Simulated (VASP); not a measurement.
Sb:

```xyz
2
Lattice="3.3545 0.0000 0.0000 -1.6773 2.9051 0.0000 0.0000 0.0000 5.4702" Properties=species:S:1:pos:R:3 pbc="T T T"
Sb    1.6773    0.9684    4.1026
Sb    0.0000    1.9367    1.3675
```

```yaml
Program: VASP 6.6.1
Task: relaxation of cell and atoms
Functional: BLYP
Dispersion: D4
Potentials_or_basis: VASP PAW PBE potentials, release 64 (Sb)
Cutoff: 600 eV
k_mesh: 9 × 9 × 5
Occupations: fermi-dirac, width 0.05 eV
Spin: no spin polarisation
```

At the start: pressure 1.5 GPa; volume 26.65 Å³/atom.

Q: How do energy, volume and symmetry change on relaxing?

A: Over 16 steps the energy falls by 6.8 meV/atom and the volume is 27.42 Å³/atom (+2.9 %); space group P6_3/mmc (No. 194, to 0.05 Å).

Step by step:
```csv
step,energy change (eV),largest force (eV/Å),pressure (GPa),volume (Å³)
1,0.0000,0.0000,1.47,53.31
2,-0.0047,0.0000,-0.64,55.21
3,-0.0059,0.0000,-0.02,54.61
4,-0.0059,0.0000,0.01,54.59
5,-0.0061,0.0000,0.01,54.59
6,-0.0066,0.0000,0.01,54.59
7,-0.0074,0.0000,0.01,54.58
8,-0.0099,0.0000,0.11,54.55
9,-0.0094,0.0000,0.68,54.37
10,-0.0113,0.0000,0.20,54.52
11,-0.0131,0.0000,0.40,54.46
12,-0.0132,0.0000,0.33,54.54
13,-0.0132,0.0000,0.30,54.57
14,-0.0133,0.0000,0.23,54.63
15,-0.0135,0.0000,0.04,54.79
16,-0.0135,0.0000,0.00,54.83
```

Final structure:
```cif
data_structure
_symmetry_space_group_name_H-M 'P 1'
_symmetry_Int_Tables_number 1
_cell_length_a 3.4958
_cell_length_b 3.4958
_cell_length_c 5.1807
_cell_angle_alpha 90.000
_cell_angle_beta 90.000
_cell_angle_gamma 120.000
_cell_volume 54.83
loop_
_atom_site_label
_atom_site_type_symbol
_atom_site_fract_x
_atom_site_fract_y
_atom_site_fract_z
_atom_site_occupancy
Sb1 Sb 0.66667 0.33333 0.75000 1
Sb2 Sb 0.33333 0.66667 0.25000 1
```

Caveat: the PAW data sets were made with another functional, which shifts forces and pressure a little; pairwise dispersion overbinds metals, which lowers pressure and volume.
